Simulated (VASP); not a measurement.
# P (Pm-3m) in VASP: single point with PBE

Aim: the single point of P with PBE.

Everything below comes from runs of VASP 6.6.1. Logs are shortened: lines on timing, memory, paths and dates and some standing lists are left out, and cuts for length are marked.

## (1) The cell of the first run

It takes space group Pm-3m (No. 221, cubic). Conventional cell: a = 2.590 Å, b = 2.590 Å, c = 2.590 Å, α = 90.00°, β = 90.00°, γ = 90.00°. Within 3.4 Å of P (site symmetry m-3m) lie 6 P at 2.59 Å.

## (2) Single point, PBE (As replaced by P, lengths x 0.939, strained)

INCAR reads:

```
SYSTEM = P
PREC = Accurate
ENCUT = 520
EDIFF = 1E-6
ISMEAR = 0
SIGMA = 0.1
LREAL = .FALSE.
LASPH = .TRUE.
NELM = 100
ALGO = Normal
ISIF = 2
LWAVE = .FALSE.
LCHARG = .TRUE.
GGA = PE
LELF = .TRUE.
LVHAR = .TRUE.
NBANDS = 8
```

KPOINTS reads:

```
regular mesh
0
G
  16 16 16
  0 0 0
```

POSCAR reads:

```
P
1.0
    2.5904423741      0.0000000000      0.0000000000
    0.0000000000      2.5904423741      0.0000000000
    0.0000000000      0.0000000000      2.5904423741
P
1
Direct
    0.5000000000      0.5000000000      0.5000000000
```

Potentials or basis: VASP PAW PBE potentials, release 64 (P).

Run with:

```
$ cat potpaw_PBE.64/P/POTCAR > POTCAR
$ mpirun -np 1 vasp_std > vasp.out
```

OUTCAR:

```text
SYSTEM = P
   PREC = Accurate
   ENCUT = 520
   EDIFF = 1E-6
   ISMEAR = 0
   LREAL = .FALSE.
   LASPH = .TRUE.
   NELM = 100
   ISIF = 2
   GGA = PE

 ion  position               nearest neighbor table
   1  0.500  0.500  0.500-

  LATTYP: Found a simple cubic cell.
 ALAT       =     2.5904423741

  Lattice vectors:

 A1 = (   2.5904423741,   0.0000000000,   0.0000000000)
 A2 = (   0.0000000000,   2.5904423741,   0.0000000000)
 A3 = (   0.0000000000,   0.0000000000,   2.5904423741)

Analysis of symmetry for initial positions (statically):
=====================================================================
 Subroutine PRICEL returns:
 Original cell was already a primitive cell.

 Routine SETGRP: Setting up the symmetry group for a
 simple cubic supercell.

 Subroutine GETGRP returns: Found 48 space group operations
 (whereof 48 operations were pure point group operations)
 out of a pool of 48 trial point group operations.

The static configuration has the point symmetry O_h .

Analysis of symmetry for dynamics (positions and initial velocities):
=====================================================================
 Subroutine PRICEL returns:
 Original cell was already a primitive cell.

 Routine SETGRP: Setting up the symmetry group for a
 simple cubic supercell.

 Subroutine GETGRP returns: Found 48 space group operations
 (whereof 48 operations were pure point group operations)
 out of a pool of 48 trial point group operations.

The dynamic configuration has the point symmetry O_h .

 Subroutine INISYM returns: Found 48 space group operations
 (whereof 48 operations are pure point group operations),
 and found     1 'primitive' translations

----------------------------------------------------------------------------------------

                                     Primitive cell

  volume of cell :      17.3829

  direct lattice vectors                    reciprocal lattice vectors
     2.590442374  0.000000000  0.000000000     0.386034451  0.000000000  0.000000000
     0.000000000  2.590442374  0.000000000     0.000000000  0.386034451  0.000000000
     0.000000000  0.000000000  2.590442374     0.000000000  0.000000000  0.386034451

  length of vectors
     2.590442374  2.590442374  2.590442374     0.386034451  0.386034451  0.386034451

  position of ions in fractional coordinates (direct lattice)
     0.500000000  0.500000000  0.500000000

  ion indices of the primitive-cell ions
   primitive index   ion index
                 1           1

----------------------------------------------------------------------------------------

 KPOINTS: regular mesh

Automatic generation of k-mesh.
 Grid dimensions read from file:
 generate k-points for:   16   16   16

 Generating k-lattice:

  Cartesian coordinates                     Fractional coordinates (reciprocal lattice)
     0.024127153  0.000000000  0.000000000     0.062500000  0.000000000  0.000000000
     0.000000000  0.024127153  0.000000000     0.000000000  0.062500000  0.000000000
     0.000000000  0.000000000  0.024127153     0.000000000  0.000000000  0.062500000

  Length of vectors
     0.024127153  0.024127153  0.024127153

  Shift w.r.t. Gamma in fractional coordinates (k-lattice)
     0.000000000  0.000000000  0.000000000

 Subroutine IBZKPT returns following result:
 ===========================================

 Found    165 irreducible k-points:

 Following reciprocal coordinates:
            Coordinates               Weight
  0.000000  0.000000  0.000000      1.000000
  0.062500  0.000000  0.000000      6.000000
  0.125000  0.000000  0.000000      6.000000
  0.187500  0.000000  0.000000      6.000000
  0.250000  0.000000  0.000000      6.000000
  0.312500  0.000000  0.000000      6.000000
[... 16 lines left out ...]
  0.437500  0.125000  0.000000     24.000000
  0.500000  0.125000  0.000000     12.000000
 [... further k-points ...]
   k-points           NKPTS =    165   k-points in BZ     NKDIM =    165   number of bands    NBANDS=      8
   number of dos      NEDOS =    301   number of ions     NIONS =      1
   total plane-waves  NPLWV =   8000
   dimension x,y,z NGX =    20 NGY =   20 NGZ =   20
   dimension x,y,z NGXF=    40 NGYF=   40 NGZF=   40
   ions per type =               1
   NGX,Y,Z   is equivalent  to a cutoff of  12.84, 12.84, 12.84 a.u.
   NGXF,Y,Z  is equivalent  to a cutoff of  25.67, 25.67, 25.67 a.u.
 SYSTEM =  P
   PREC   = accura    normal or accurate (medium, high low for compatibility)
   ISTART =      0    job   : 0-new  1-cont  2-samecut
   ICHARG =      2    charge: 1-file 2-atom 10-const
   ISPIN  =      1    spin polarized calculation?
   LNONCOLLINEAR =      F non collinear calculations
   LSORBIT =      F    spin-orbit coupling
   LASPH  =      T    aspherical Exc in radial PAW
   ENCUT  =  520.0 eV  38.22 Ry    6.18 a.u.   4.82  4.82  4.82*2*pi/ulx,y,z
   NELM   =    100;   NELMIN=  2; NELMDL= -5     # of ELM steps
   EDIFF  = 0.1E-05   stopping-criterion for ELM
   LREAL  =      F    real-space projection
   EDIFFG = 0.1E-04   stopping-criterion for IOM
   NSW    =      0    number of steps for IOM
   IBRION =     -1    ionic relax: 0-MD 1-quasi-New 2-CG
   NFREE  =      0    steps in history (QN), initial steepest desc. (CG)
   ISIF   =      2    stress and relaxation
   ISYM   =      2    0-nonsym 1-usesym 2-fastsym
   POTIM  = 0.5000    time-step for ionic-motion
   TEBEG  =    0.0;   TEEND  =   0.0 temperature during run
   PSTRESS=    0.0 pullay stress
   NELECT =       5.0000    total number of electrons
   NUPDOWN=      -1.0000    fix difference up-down
   EMIN   =  10.00;   EMAX   =-10.00  energy-range for DOS
   EFERMI =   0.00;   METHOD = LEGACY
   ISMEAR =     0;   SIGMA  =   0.10  broadening in eV -4-tet -1-fermi 0-gaus
   EFERMI_NEDOS =   21; number of points for ismear=-14 and -15
   IALGO  =     38    algorithm
   IMIX   =      4    mixing-type and parameters
     AMIX     =   0.40;   BMIX     =  1.00
     AMIX_MAG =   1.60;   BMIX_MAG =  1.00
  volume/ion in A,a.u.               =      17.38       117.31
  Fermi-wavevector in a.u.,A,eV,Ry     =   1.080665  2.042160 15.889371  1.167836
  Thomas-Fermi vector in A             =   2.216661
   LORBIT       =      0    0 simple, 1 ext, 2 COOP (PROOUT), +10 PAW based schemes
   GGA     = PE    functional components
   LHFCALC =     F    Hartree Fock is set to
   AEXX    =    0.0000 exact exchange contribution
   IVDW    =     0    specifies the selected vdW correction
   LEPSILON=     F    determine dielectric tensor
   LRPA    =     F    only Hartree local field effects (RPA)
 non-spin polarized calculation
 Gauss-broadening in eV      SIGMA  =   0.10
  energy-cutoff  :      520.00
  volume of cell :       17.38
 maximum number of plane-waves:       480
 NGX is ok and might be reduce to    20
   NGX =  9   NGY =  9   NGZ =  9

 number of electron       5.0000002 magnetization

 Free energy of the ion-electron system (eV)
  ---------------------------------------------------
  ext. energy  EPLUGINS =         0.00000000
  ---------------------------------------------------
  free energy    TOTEN  =        -5.14257676 eV

  energy without entropy =       -5.14047558  energy(sigma->0) =       -5.14152617

 E-fermi :   7.2290     XC(G=0): -10.5089

 val. band max:        7.2036883081   @ k =   0.4375   0.3750   0.3750
 cond. band min:       7.2327142690   @ k =   0.1875   0.1875   0.1875
 fundamental gap:      0.0290259609
 Fermi energy:         7.2290007252

 k-point     1 :       0.0000    0.0000    0.0000
  band No.  band energies     occupation
      1      -7.5362      2.00000
      2      11.4019      0.00000
      3      11.4019      0.00000
      4      11.4019      0.00000
      5      14.3150      0.00000
      6      14.3150      0.00000
      7      19.5775      0.00000
      8      29.5252      0.00000

 k-point     2 :       0.0625    0.0000    0.0000
  band No.  band energies     occupation
      1      -7.4596      2.00000
      2      10.2935      0.00000
      3      11.4599      0.00000
      4      11.4599      0.00000
      5      14.3770      0.00000
      6      15.3193      0.00000
      7      19.8605      0.00000
      8      28.9211      0.00000

 k-point     3 :       0.1250    0.0000    0.0000
  band No.  band energies     occupation
      1      -7.2311      2.00000
      2       8.4259      0.00000
      3      11.6310      0.00000
      4      11.6310      0.00000
      5      14.5596      0.00000
      6      16.7718      0.00000
      7      20.7930      0.00000
      8      27.5596      0.00000

 k-point     4 :       0.1875    0.0000    0.0000
  band No.  band energies     occupation
      1      -6.8551      2.00000
      2       6.5200      2.00000
      3      11.9067      0.00000
      4      11.9067      0.00000
      5      14.8518      0.00000
      6      17.8911      0.00000
      7      22.3547      0.00000
      8      25.9878      0.00000

 k-point     5 :       0.2500    0.0000    0.0000
  band No.  band energies     occupation
      1      -6.3414      2.00000
      2       4.7075      2.00000
      3      12.2694      0.00000
      4      12.2694      0.00000
      5      15.2322      0.00000
      6      18.7893      0.00000
      7      24.0541      0.00000
      8      24.4550      0.00000

 k-point     6 :       0.3125    0.0000    0.0000
  band No.  band energies     occupation
      1      -5.7105      2.00000
      2       3.0473      2.00000
      3      12.6869      0.00000
      4      12.6869      0.00000
      5      15.6631      0.00000
      6      19.6623      0.00000
      7      23.0840      0.00000
      8      23.0840      0.00000

 k-point     7 :       0.3750    0.0000    0.0000
  band No.  band energies     occupation
      1      -5.0105      2.00000
      2       1.6040      2.00000
      3      13.1025      0.00000
      4      13.1025      0.00000
      5      16.0827      0.00000
      6      20.5965      0.00000
      7      21.9701      0.00000
      8      21.9701      0.00000

 k-point     8 :       0.4375    0.0000    0.0000
  band No.  band energies     occupation
      1      -4.3663      2.00000
      2       0.5111      2.00000
      3      13.4264      0.00000
      4      13.4264      0.00000
      5      16.4014      0.00000
      6      21.2218      0.00000
      7      21.2218      0.00000
      8      21.6131      0.00000

 k-point     9 :       0.5000    0.0000    0.0000
  band No.  band energies     occupation
      1      -4.0705      2.00000
      2       0.0653      2.00000
      3      13.5521      0.00000
      4      13.5521      0.00000
      5      16.5227      0.00000
      6      20.9538      0.00000
      7      20.9538      0.00000
      8      22.5958      0.00000

 k-point    10 :       0.0625    0.0625    0.0000
  band No.  band energies     occupation
      1      -7.3830      2.00000
      2      10.1544      0.00000
      3      10.5844      0.00000
      4      11.5177      0.00000
      5      14.9222      0.00000
      6      15.8378      0.00000
      7      20.1034      0.00000
      8      28.2893      0.00000
[... 78 lines left out ...]
 k-point    18 :       0.1250    0.1250    0.0000
  band No.  band energies     occupation
      1      -6.9261      2.00000
      2       8.3303      0.00000
      3       9.0958      0.00000
      4      11.8588      0.00000
      5      15.9091      0.00000
      6      18.4785      0.00000
      7      21.3461      0.00000
      8      25.5765      0.00000

 k-point    19 :       0.1875    0.1250    0.0000
  band No.  band energies     occupation
      1      -6.5503      2.00000
      2       6.7363      2.00000
      3       9.1059      0.00000
      4      12.1329      0.00000
      5      16.3607      0.00000
      6      19.7063      0.00000
      7      21.9512      0.00000
      8      24.5769      0.00000

 k-point    20 :       0.2500    0.1250    0.0000
  band No.  band energies     occupation
      1      -6.0367      2.00000
      2       4.9607      2.00000
      3       9.4851      0.00000
      4      12.4932      0.00000
      5      16.8176      0.00000
      6      20.2114      0.00000
      7      21.8304      0.00000
      8      24.6696      0.00000

 k-point    21 :       0.3125    0.1250    0.0000
  band No.  band energies     occupation
      1      -5.4059      2.00000
      2       3.3140      2.00000
      3       9.9532      0.00000
      4      12.9076      0.00000
      5      17.3000      0.00000
      6      19.5941      0.00000
      7      22.0214      0.00000
      8      23.3088      0.00000

 k-point    22 :       0.3750    0.1250    0.0000
  band No.  band energies     occupation
      1      -4.7055      2.00000
      2       1.8769      2.00000
      3      10.4357      0.00000
      4      13.3195      0.00000
      5      17.7256      0.00000
      6      18.6573      0.00000
      7      22.2027      0.00000
      8      22.6554      0.00000

 k-point    23 :       0.4375    0.1250    0.0000
  band No.  band energies     occupation
      1      -4.0601      2.00000
      2       0.7860      2.00000
      3      10.8249      0.00000
      4      13.6401      0.00000
      5      17.6681      0.00000
      6      18.3310      0.00000
      7      21.4599      0.00000
      8      23.4025      0.00000

 k-point    24 :       0.5000    0.1250    0.0000
  band No.  band energies     occupation
      1      -3.7632      2.00000
      2       0.3400      2.00000
      3      10.9799      0.00000
      4      13.7644      0.00000
      5      17.4448      0.00000
      6      18.4150      0.00000
      7      21.1940      0.00000
      8      24.2104      0.00000

 [... further k-points ...]
[... 5 lines left out ...]
  --------------------------------------------------------------------------------------
  -------------------------------------------------------------------------------------
  Total       -1.4073476     -1.4073476     -1.4073476     -0.0000000     -0.0000000      0.0000000
  in kB     -129.7149846   -129.7149846   -129.7149846     -0.0000000     -0.0000000      0.0000000
  external PRESSURE =    -129.7149846 kB  Pullay stress =       0.0000000 kB

 VOLUME and BASIS-vectors are now :
 -----------------------------------------------------------------------------
  energy-cutoff  :      520.00
  volume of cell :       17.38
      direct lattice vectors                 reciprocal lattice vectors
     2.590442374  0.000000000  0.000000000     0.386034451  0.000000000  0.000000000
     0.000000000  2.590442374  0.000000000     0.000000000  0.386034451  0.000000000
     0.000000000  0.000000000  2.590442374     0.000000000  0.000000000  0.386034451

 POSITION                                       TOTAL-FORCE (eV/Angst)
 -----------------------------------------------------------------------------------
      1.29522      1.29522      1.29522         0.000000      0.000000      0.000000
 -----------------------------------------------------------------------------------
    total drift:                                0.000000     -0.000000      0.000000

  FREE ENERGIE OF THE ION-ELECTRON SYSTEM (eV)
  ---------------------------------------------------
  free  energy   TOTEN  =        -5.1425767600 eV

  energy  without entropy=       -5.1404755813  energy(sigma->0) =       -5.14152617
```

Wall time 11 s (1 thread of AMD EPYC 7R13 (Zen 3), shared host); peak memory 0.1 GiB.

Results:

- Free energy: -5.1426 eV
- Pressure: -13.0 GPa

Caveat: the cell differs from its parent crystal (As replaced by P, lengths x 0.939, strained).
